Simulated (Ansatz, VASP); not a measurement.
## Pb in VASP and in Ansatz

The input INCAR:

```
SYSTEM = Pb
  ALGO = Normal
  EDIFF = 1E-6
  ENCUT = 520
  ISIF = 2
  ISMEAR = 0
  LASPH = .True.
  LCHARG = .False.
  LREAL = .False.
  LWAVE = .False.
  NBANDS = 21
  NELM = 80
  PREC = Accurate
  SIGMA = 0.05
```

KPOINTS

```
k-points
0
Gamma
  18 18 8
  0 0 0
```

The input POSCAR:

```
Pb
1.0
    3.4800000000      0.0000000000      0.0000000000
   -1.7400000000      3.0137684100      0.0000000000
    0.0000000000      0.0000000000      5.5900000000
Pb
2
Direct
    0.3333333300      0.6666666700      0.2500000000
    0.6666666700      0.3333333300      0.7500000000
```

Input for Ansatz:

```yaml
crystal:
  lattice:
    - [3.48, 0.0, 0.0]
    - [-1.74, 3.01376841, 0.0]
    - [0.0, 0.0, 5.59]
  atoms:
    - { symbol: Pb, position: [0.33333333, 0.66666667, 0.25] }
    - { symbol: Pb, position: [0.66666667, 0.33333333, 0.75] }
basis:
  ecutwfc: 420
kpoints:
  mp_grid: { grid: [18, 18, 8] }
hamiltonian:
  xc: lda
  pseudopotentials: { kind: paw }
scf:
  occupations: { method: gaussian, width: 0.05 }
output:
  forces: true
  eigenvalues: true
  eigenstates:
    nscf_kmesh: { grid: [30, 30, 16] }
    top_band: c6
    de_dk: true
    localisation: false
  stress: true
checkpoint:
  write: ck
  compress: false
  write_wavefunctions: false
  write_every: 100000
```

Alike in both runs: task single point; functional LDA; k mesh 18 × 18 × 8; occupations gaussian, width 0.05 eV; no spin polarisation.

```csv
,VASP,Ansatz
version,VASP 6.6.1,Ansatz 0.2.0
potentials or method,"VASP PAW LDA potentials, release 64 (Pb_d), cutoff 520 eV","scalar-relativistic, plane waves, PAW"
valence electrons in the cell,28,28
```

|  | VASP | Ansatz | Ansatz less VASP |
| --- | --- | --- | --- |
| pressure (GPa) | -0.6 | -0.7 | -0.06 |
| traceless stress, the component that is largest in VASP (GPa) | 0.88 | 0.88 | +0.001 |

LDA's correlation is that of Perdew and Zunger in VASP and of Perdew and Wang (1992) in Ansatz.

Spin-orbit coupling is off throughout.
